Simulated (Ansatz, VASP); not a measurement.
This is a calculation of MnS for VASP 6.6.1.

The input INCAR:

```
SYSTEM = MnS
ALGO = Normal
EDIFF = 1E-7
EDIFFG = -0.005
ENCUT = 500
GGA = RP
GGA_COMPAT = .False.
IBRION = 2
ISIF = 3
ISMEAR = -1
ISPIN = 2
LASPH = .True.
LCHARG = .False.
LMAXMIX = 4
LORBIT = 11
LREAL = .False.
LWAVE = .False.
MAGMOM = 4 0
NELM = 200
NELMIN = 4
NSW = 80
PREC = Accurate
SIGMA = 0.05
```

KPOINTS

```
k-points
0
Gamma
  9 9 9
  0 0 0
```

Contents of POSCAR:

```
MnS
1.0
    0.0000000000      2.4734634191      2.4734634191
    2.4734634191      0.0000000000      2.4734634191
    2.4734634191      2.4734634191      0.0000000000
Mn S
1 1
Direct
    0.0000000000      0.0000000000      0.0000000000
    0.7500000000      0.7500000000      0.7500000000
```

Potentials or basis: VASP PAW PBE potentials, release 64 (Mn_pv, S).

Run with:

```sh
$ cat potpaw_PBE.64/Mn_pv/POTCAR potpaw_PBE.64/S/POTCAR > POTCAR
$ mpirun -np 1 vasp_std > vasp.out
```

Q: Translate it to Ansatz 0.2.0. Potentials there: all-electron LAPW, scalar-relativistic.

A: As run (the cutoff follows the program's own potentials):

input.yaml

```yaml
crystal:
  lattice:
    - [0.0, 2.4734634191, 2.4734634191]
    - [2.4734634191, 0.0, 2.4734634191]
    - [2.4734634191, 2.4734634191, 0.0]
  atoms:
    - { symbol: Mn, position: [0.0, 0.0, 0.0], spin: 4.0 }
    - { symbol: S, position: [0.75, 0.75, 0.75] }
kpoints:
  mp_grid: { grid: [9, 9, 9] }
scf:
  occupations: { method: fermi_dirac, width: 0.05 }
hamiltonian:
  xc: rpbe
  pseudopotentials: { kind: all_electron, lapw: { basis_error: 0.001 } }
magnetization:
  spin_polarized: true
output:
  forces: true
  stress: true
relax:
  f_tol: 0.005
  max_steps: 60
  cell: {}
```

Potentials or basis: all-electron LAPW, scalar-relativistic.

The run is started by

```bash
$ ansatz run input.yaml --threads 2 --pin off --max-ram 6144MiB --backend cpu --events-out ev --progress --plain --runs-dir out
```

Both were run:

|  | VASP | Ansatz | Ansatz less VASP |
| --- | --- | --- | --- |
| net moment per atom (μB) | 0.12 | 0.13 | +0.004 |
| relaxed volume (Å³/atom) | 15.83 | 15.85 | +0.020 |
| relaxed cell length with the largest relative difference (Å) | 3.551 | 3.553 | +0.0015 |

VASP's potentials were made for PBE, not for RPBE. Ansatz ran all-electron here, and VASP with PAW potentials.
